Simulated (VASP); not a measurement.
Input of a VASP 6.6.1 run:

The input INCAR:

```
SYSTEM = Cd
PREC = Accurate
ENCUT = 520
EDIFF = 1E-6
ISMEAR = 0
SIGMA = 0.1
LREAL = .FALSE.
LASPH = .TRUE.
NELM = 150
ALGO = Normal
ISIF = 2
LWAVE = .FALSE.
LCHARG = .TRUE.
ISPIN = 2
MAGMOM = -0.3
LORBIT = 11
GGA = VW
LELF = .TRUE.
LVHAR = .TRUE.
NBANDS = 16
```

KPOINTS

```
regular mesh
0
G
  10 10 10
  0 0 0
```

Contents of POSCAR:

```
Cd
1.0
    3.0735461310      0.0000000000      0.0000000000
    1.3909569380      2.7407890499      0.0000000000
    1.3909569380      0.8539180029      2.6043710681
Cd
1
Direct
    0.0000000000      0.0000000000      0.0000000000
```

Potentials or basis: VASP PAW PBE potentials, release 64 (Cd).

Run with:

```bash
$ cat potpaw_PBE.64/Cd/POTCAR > POTCAR
$ mpirun -np 1 vasp_std > vasp.out
```

Estimate the net moment.

0.00 μB per cell.

Predict the pressure.

-4.6 GPa.

Caveat: the PAW data sets were made with another functional, which shifts forces and pressure a little.
